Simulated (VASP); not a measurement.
# CaF2 (Fm-3m) in VASP: G0W0 quasiparticle levels with PBE

Aim: the G0W0 quasiparticle levels of CaF2 with PBE.

Program: VASP 6.6.1. These are calculated values, not measurements. Logs are shortened: lines on timing, memory, paths and dates and some standing lists are left out, and cuts for length are marked.

## (1) The cell of the first run

It takes space group Fm-3m (No. 225, cubic). Conventional cell: a = 5.439 Å, b = 5.439 Å, c = 5.439 Å, α = 90.00°, β = 90.00°, γ = 90.00°. Ca (site symmetry m-3m) has 8 F at 2.36 Å within 3.1 Å. F (site symmetry -43m) has 4 Ca at 2.36 Å and 6 F at 2.72 Å within 3.1 Å.

## (2) G0W0 quasiparticle levels, PBE

POSCAR

```
CaF2
1.0
    0.0000000000      2.7195929736      2.7195929736
    2.7195929736      0.0000000000      2.7195929736
    2.7195929736      2.7195929736      0.0000000000
Ca F
1 2
Direct
    0.0000000000      0.0000000000      0.0000000000
    0.2500000000      0.2500000000      0.2500000000
    0.7500000000      0.7500000000      0.7500000000
```

INCAR.step1

```
SYSTEM = CaF2
PREC     = Accurate       ! precision mode
ENCUT    = 500            ! plane-wave cutoff, eV
EDIFF    = 1E-8           ! SCF threshold, eV
ISMEAR   = 0              ! smearing method
SIGMA    = 0.01           ! smearing width, eV
LREAL    = .False.        ! projectors in reciprocal space
LASPH    = .True.         ! aspherical terms in the spheres
NELM     = 80             ! most SCF steps
ALGO     = Normal         ! electronic algorithm
LWAVE    = .True.         ! write WAVECAR
LCHARG   = .False.        ! write CHGCAR
GGA      = PE             ! functional
```

INCAR.step2

```
SYSTEM = CaF2
PREC     = Accurate       ! precision mode
ENCUT    = 500            ! plane-wave cutoff, eV
EDIFF    = 1E-8           ! SCF threshold, eV
ISMEAR   = 0              ! smearing method
SIGMA    = 0.01           ! smearing width, eV
LREAL    = .False.        ! projectors in reciprocal space
LASPH    = .True.         ! aspherical terms in the spheres
NELM     = 1              ! most SCF steps
ALGO     = Exact          ! electronic algorithm
LWAVE    = .True.         ! write WAVECAR
LCHARG   = .False.        ! write CHGCAR
GGA      = PE             ! functional
NBANDS   = 42             ! bands
LOPTICS  = .True.         ! frequency-dependent dielectric function
ISTART   = 1
```

INCAR.step3

```
SYSTEM = CaF2
PREC     = Accurate       ! precision mode
ENCUT    = 500            ! plane-wave cutoff, eV
EDIFF    = 1E-8           ! SCF threshold, eV
ISMEAR   = 0              ! smearing method
SIGMA    = 0.01           ! smearing width, eV
LREAL    = .False.        ! projectors in reciprocal space
LASPH    = .True.         ! aspherical terms in the spheres
ALGO     = EVGW0          ! electronic algorithm
LWAVE    = .False.        ! write WAVECAR
LCHARG   = .False.        ! write CHGCAR
GGA      = PE             ! functional
NELMGW   = 1            
NBANDS   = 42             ! bands
ENCUTGW  = 60             ! cutoff of the response function
NOMEGA   = 48             ! frequency points
PRECFOCK = Fast         
ISTART   = 1            
NBANDSGW = 20
```

KPOINTS

```
Automatic mesh
0
Gamma
  4 4 4
  0 0 0
```

Potentials or basis: VASP PAW PBE potentials, release 64 (Ca_sv_GW, F_GW).

On the command line:

```console
$ cat potpaw_PBE.64/Ca_sv_GW/POTCAR potpaw_PBE.64/F_GW/POTCAR > POTCAR
$ cp INCAR.step1 INCAR
$ mpirun -np 1 vasp_std > vasp.out
$ cp INCAR.step2 INCAR
$ mpirun -np 1 vasp_std > vasp.out
$ cp INCAR.step3 INCAR
$ mpirun -np 1 vasp_std > vasp.out
```

OUTCAR:

```text
SYSTEM = CaF2
   PREC = Accurate
   ENCUT = 500
   EDIFF = 1E-8
   ISMEAR = 0
   LREAL = .False.
   LASPH = .True.
   GGA = PE
   NELMGW = 1
   ENCUTGW = 60
   PRECFOCK = Fast
   ISTART = 1

 ion  position               nearest neighbor table
   1  0.000  0.000  0.000-   3 2.36   3 2.36   3 2.36   2 2.36   2 2.36   2 2.36   3 2.36   2 2.36

   2  0.250  0.250  0.250-   1 2.36   1 2.36   1 2.36   1 2.36
   3  0.750  0.750  0.750-   1 2.36   1 2.36   1 2.36   1 2.36

  LATTYP: Found a face centered cubic cell.
 ALAT       =     5.4391859472

  Lattice vectors:

 A1 = (   0.0000000000,   2.7195929736,   2.7195929736)
 A2 = (   2.7195929736,   0.0000000000,   2.7195929736)
 A3 = (   2.7195929736,   2.7195929736,   0.0000000000)

Analysis of symmetry for initial positions (statically):
=====================================================================
 Subroutine PRICEL returns:
 Original cell was already a primitive cell.

 Routine SETGRP: Setting up the symmetry group for a
 face centered cubic supercell.

 Subroutine GETGRP returns: Found 48 space group operations
 (whereof 48 operations were pure point group operations)
 out of a pool of 48 trial point group operations.

The static configuration has the point symmetry O_h .

Analysis of symmetry for dynamics (positions and initial velocities):
=====================================================================
 Subroutine PRICEL returns:
 Original cell was already a primitive cell.

 Routine SETGRP: Setting up the symmetry group for a
 face centered cubic supercell.

 Subroutine GETGRP returns: Found 48 space group operations
 (whereof 48 operations were pure point group operations)
 out of a pool of 48 trial point group operations.

The dynamic configuration has the point symmetry O_h .

 Subroutine INISYM returns: Found 48 space group operations
 (whereof 48 operations are pure point group operations),
 and found     1 'primitive' translations

----------------------------------------------------------------------------------------

                                     Primitive cell

  volume of cell :      40.2292

  direct lattice vectors                    reciprocal lattice vectors
     0.000000000  2.719592974  2.719592974    -0.183851041  0.183851041  0.183851041
     2.719592974  0.000000000  2.719592974     0.183851041 -0.183851041  0.183851041
     2.719592974  2.719592974  0.000000000     0.183851041  0.183851041 -0.183851041

  length of vectors
     3.846085267  3.846085267  3.846085267     0.318439344  0.318439344  0.318439344

  position of ions in fractional coordinates (direct lattice)
     0.000000000  0.000000000  0.000000000
     0.250000000  0.250000000  0.250000000
     0.750000000  0.750000000  0.750000000

  ion indices of the primitive-cell ions
   primitive index   ion index
                 1           1
                 2           2
                 3           3

----------------------------------------------------------------------------------------

 KPOINTS: Automatic mesh

Automatic generation of k-mesh.
 Grid dimensions read from file:
 generate k-points for:    4    4    4

 Generating k-lattice:

  Cartesian coordinates                     Fractional coordinates (reciprocal lattice)
    -0.045962760  0.045962760  0.045962760     0.250000000  0.000000000  0.000000000
     0.045962760 -0.045962760  0.045962760     0.000000000  0.250000000  0.000000000
     0.045962760  0.045962760 -0.045962760     0.000000000  0.000000000  0.250000000

  Length of vectors
     0.079609836  0.079609836  0.079609836

  Shift w.r.t. Gamma in fractional coordinates (k-lattice)
     0.000000000  0.000000000  0.000000000

 Subroutine IBZKPT returns following result:
 ===========================================

 Found      8 irreducible k-points:

 Following reciprocal coordinates:
            Coordinates               Weight
  0.000000  0.000000  0.000000      1.000000
  0.250000  0.000000  0.000000      8.000000
  0.500000  0.000000  0.000000      4.000000
  0.250000  0.250000  0.000000      6.000000
  0.500000  0.250000  0.000000     24.000000
 -0.250000  0.250000  0.000000     12.000000
  0.500000  0.500000  0.000000      3.000000
 -0.250000  0.500000  0.250000      6.000000
   k-points           NKPTS =      8   k-points in BZ     NKDIM =     64   number of bands    NBANDS=     42
   number of dos      NEDOS =    301   number of ions     NIONS =      3
   total plane-waves  NPLWV =  21952
   dimension x,y,z NGX =    28 NGY =   28 NGZ =   28
   dimension x,y,z NGXF=    56 NGYF=   56 NGZF=   56
   ions per type =               1   2
   NGX,Y,Z   is equivalent  to a cutoff of  12.10, 12.10, 12.10 a.u.
   NGXF,Y,Z  is equivalent  to a cutoff of  24.21, 24.21, 24.21 a.u.
 SYSTEM =  CaF2
   PREC   = accura    normal or accurate (medium, high low for compatibility)
   ISTART =      1    job   : 0-new  1-cont  2-samecut
   ICHARG =      0    charge: 1-file 2-atom 10-const
   ISPIN  =      1    spin polarized calculation?
   LNONCOLLINEAR =      F non collinear calculations
   LSORBIT =      F    spin-orbit coupling
   LASPH  =      T    aspherical Exc in radial PAW
   ENCUT  =  500.0 eV  36.75 Ry    6.06 a.u.   7.01  7.01  7.01*2*pi/ulx,y,z
   NELM   =     60;   NELMIN=  2; NELMDL=  0     # of ELM steps
   EDIFF  = 0.1E-07   stopping-criterion for ELM
   LREAL  =      F    real-space projection
   EDIFFG = 0.1E-06   stopping-criterion for IOM
   NSW    =      0    number of steps for IOM
   IBRION =     -1    ionic relax: 0-MD 1-quasi-New 2-CG
   NFREE  =      0    steps in history (QN), initial steepest desc. (CG)
   ISIF   =      0    stress and relaxation
   ISYM   =      3    0-nonsym 1-usesym 2-fastsym
   POTIM  = 0.5000    time-step for ionic-motion
   TEBEG  =    0.0;   TEEND  =   0.0 temperature during run
   PSTRESS=    0.0 pullay stress
   NELECT =      24.0000    total number of electrons
   NUPDOWN=      -1.0000    fix difference up-down
   EMIN   =  10.00;   EMAX   =-10.00  energy-range for DOS
   EFERMI =   0.00;   METHOD = LEGACY
   ISMEAR =     0;   SIGMA  =   0.01  broadening in eV -4-tet -1-fermi 0-gaus
   EFERMI_NEDOS =   21; number of points for ismear=-14 and -15
   IALGO  =     38    algorithm
   IMIX   =      4    mixing-type and parameters
     AMIX     =   0.40;   BMIX     =  1.00
     AMIX_MAG =   1.60;   BMIX_MAG =  1.00
  volume/ion in A,a.u.               =      13.41        90.49
  Fermi-wavevector in a.u.,A,eV,Ry     =   1.378155  2.604335 25.841690  1.899311
  Thomas-Fermi vector in A             =   2.503242
   LORBIT       =      0    0 simple, 1 ext, 2 COOP (PROOUT), +10 PAW based schemes
   GGA     = PE    functional components
   LHFCALC =     T    Hartree Fock is set to
   PRECFOCK=fast      Normal, Fast or Accurate (Low or Medium for compatibility)
   ENCUT4O =  -1.0   cutoff for four orbital integrals eV
   NKREDX  =     1    reduce k-point grid by
   NKREDY  =     1    reduce k-point grid by
   NKREDZ  =     1    reduce k-point grid by
   AEXX    =    1.0000 exact exchange contribution
   HFSCREEN=    0.0000 screening length (either q_TF or 0.3 A-1)
   HFSCREENC=   0.0000 screening length for correlation (either q_TF or 0.3 A-1)
   ENCUTFOCK=  -1.0 apply spherical cutoff to Coloumb kernel
   IVDW    =     0    specifies the selected vdW correction
   LEPSILON=     F    determine dielectric tensor
   LRPA    =     F    only Hartree local field effects (RPA)
   LRPAFORCE           =     F    calculate RPA forces
   ENCUTGW             =  60.0    cutoff for response function in eV
   ENCUTGWSOFT         =  48.0    soft cutoff for Coulomb kernel in GW response function in eV
   ENCUTLF             =  -1.0    cutoff for local field effects
   NELMGW              =     1    number of iterations in solving QP/BSE equation
   NELMHF              =     1    number of iterations in the inner HF iteration
   NKREDLFX            =     1    NKREDLFY  =   1   NKREDLFZ  =   1
 non-spin polarized calculation
 Gauss-broadening in eV      SIGMA  =   0.01
  energy-cutoff  :      500.00
  volume of cell :       40.23
 maximum number of plane-waves:      1036
  NGX = 16; NGY = 16; NGZ = 16
   NGX = 13   NGY = 13   NGZ = 13
 maximum number of plane-waves:        51
 NGX is ok and might be reduce to    10

 QP shifts <psi_nk| G(iteration)W_0 |psi_nk>: iteration 1
 for sc-GW calculations column KS-energies equals QP-energies in previous step
 and V_xc(KS)=  KS-energies - (<T + V_ion + V_H > + <T+V_H+V_ion>^1  + <V_x>^1)

 k-point   1 :       0.0000    0.0000    0.0000
  band No.  KS-energies  QP-energies   sigma(KS)   V_xc(KS)     V^pw_x(r,r')   Z            occupation Imag(sigma)

      1     -34.8831     -38.8143     -26.2208     -20.6896     -34.4650       0.7107       2.0000       0.7166
      2     -18.8683     -23.7659     -29.2212     -22.5996     -36.7309       0.7397       2.0000       0.8832
      3     -18.0782     -23.0306     -30.1696     -23.5314     -37.5971       0.7461       2.0000       0.8114
      4     -15.8218     -19.1060     -23.9860     -19.9928     -27.9811       0.8225       2.0000       0.2369
      5     -15.8218     -19.1060     -23.9860     -19.9928     -27.9811       0.8225       2.0000       0.2369
      6     -15.8218     -19.1060     -23.9860     -19.9928     -27.9811       0.8225       2.0000       0.2369
[... 12 lines left out ...]
     19      18.1225      19.6231      -6.3140      -8.0566      -2.9421       0.8611       0.0000      -0.1788
     20      18.1225      19.6231      -6.3140      -8.0566      -2.9421       0.8611       0.0000      -0.1788

 k-point   2 :       0.2500    0.0000    0.0000
  band No.  KS-energies  QP-energies   sigma(KS)   V_xc(KS)     V^pw_x(r,r')   Z            occupation Imag(sigma)

      1     -34.8655     -38.7977     -26.2346     -20.7089     -34.4752       0.7116       2.0000       0.7037
      2     -18.9813     -23.7489     -28.7016     -22.2602     -36.0729       0.7401       2.0000       0.8473
      3     -18.2548     -23.1762     -29.8925     -23.2833     -37.3164       0.7446       2.0000       0.8230
      4     -15.8441     -19.1338     -23.9660     -19.9656     -27.9719       0.8224       2.0000       0.2450
      5     -15.8441     -19.1338     -23.9660     -19.9656     -27.9719       0.8224       2.0000       0.2450
      6     -15.5763     -19.0351     -24.7310     -20.5392     -28.8999       0.8251       2.0000       0.2871
[... 12 lines left out ...]
     19      16.1638      17.7479      -7.4545      -9.3080      -4.1172       0.8547       0.0000      -0.1506
     20      19.3630      21.1388      -7.0509      -9.1256      -3.5342       0.8559       0.0000      -0.2261

 k-point   3 :       0.5000    0.0000    0.0000
  band No.  KS-energies  QP-energies   sigma(KS)   V_xc(KS)     V^pw_x(r,r')   Z            occupation Imag(sigma)

      1     -34.8475     -38.7911     -26.2487     -20.7281     -34.4854       0.7143       2.0000       0.6907
      2     -19.0009     -23.6409     -28.2441     -21.9894     -35.4518       0.7418       2.0000       0.8033
      3     -18.5192     -23.4486     -29.6375     -23.0096     -37.1154       0.7437       2.0000       0.8527
      4     -15.8659     -19.1575     -23.9461     -19.9389     -27.9628       0.8214       2.0000       0.2529
      5     -15.8659     -19.1575     -23.9461     -19.9389     -27.9628       0.8214       2.0000       0.2529
      6     -15.3174     -18.9098     -25.4163     -21.0669     -29.7217       0.8259       2.0000       0.3216
[... 12 lines left out ...]
     19      14.9863      17.4472     -10.4825     -13.3932      -7.0484       0.8455       0.0000      -0.1524
     20      21.0546      23.3219      -8.8414     -11.5004      -5.1625       0.8527       0.0000      -0.2750
[... 73 lines left out ...]
 k-point   7 :       0.5000    0.5000    0.0000
  band No.  KS-energies  QP-energies   sigma(KS)   V_xc(KS)     V^pw_x(r,r')   Z            occupation Imag(sigma)

      1     -34.8359     -38.7991     -26.2587     -20.7407     -34.4919       0.7182       2.0000       0.6820
      2     -19.2126     -23.7973     -28.0093     -21.7922     -35.2422       0.7374       2.0000       0.8078
      3     -18.3996     -23.3293     -29.7897     -23.1636     -37.2608       0.7440       2.0000       0.8419
      4     -15.9316     -19.2284     -23.8743     -19.8475     -27.9197       0.8187       2.0000       0.2755
      5     -15.9316     -19.2284     -23.8743     -19.8475     -27.9197       0.8187       2.0000       0.2755
      6     -15.1387     -18.7403     -25.6067     -21.2629     -29.8829       0.8291       2.0000       0.3148
[... 12 lines left out ...]
     19      16.0562      18.7147      -9.8600     -13.0555      -6.2825       0.8319       0.0000      -0.2027
     20      17.9933      20.4205      -8.8311     -11.7470      -5.1302       0.8324       0.0000      -0.2189

 k-point   8 :      -0.2500    0.5000    0.2500
  band No.  KS-energies  QP-energies   sigma(KS)   V_xc(KS)     V^pw_x(r,r')   Z            occupation Imag(sigma)

      1     -34.8359     -38.8068     -26.2584     -20.7408     -34.4920       0.7197       2.0000       0.6820
      2     -18.8589     -23.5733     -28.6197     -22.2740     -35.8941       0.7429       2.0000       0.8130
      3     -18.8589     -23.5733     -28.6197     -22.2740     -35.8941       0.7429       2.0000       0.8130
      4     -15.9343     -19.2309     -23.8684     -19.8402     -27.9148       0.8184       2.0000       0.2776
      5     -15.4807     -18.9982     -25.0261     -20.7633     -29.2614       0.8251       2.0000       0.3040
      6     -15.4807     -18.9982     -25.0261     -20.7633     -29.2614       0.8251       2.0000       0.3040
[... 12 lines left out ...]
     19      16.8679      19.1672      -9.5675     -12.3005      -6.0469       0.8413       0.0000      -0.1864
     20      16.8679      19.1672      -9.5675     -12.3005      -6.0469       0.8413       0.0000      -0.1864
```

It took 66 s on 1 thread of Intel Xeon Platinum 8488C (Sapphire Rapids), shared host; peak memory 0.36 GiB.

Results:

| Quantity | Value |
| --- | --- |
| Quasiparticle gap | 10.72 eV |
| Least direct quasiparticle gap | 11.03 eV |
| Band gap of the starting levels on the mesh | 7.38 eV |
| Least direct gap of the starting levels on the mesh | 7.63 eV |

Caveat: the k points lie up to 0.50 Å⁻¹ apart; bands, screening cutoff and mesh are small and nothing is extrapolated, so the quasiparticle values aren't converged.
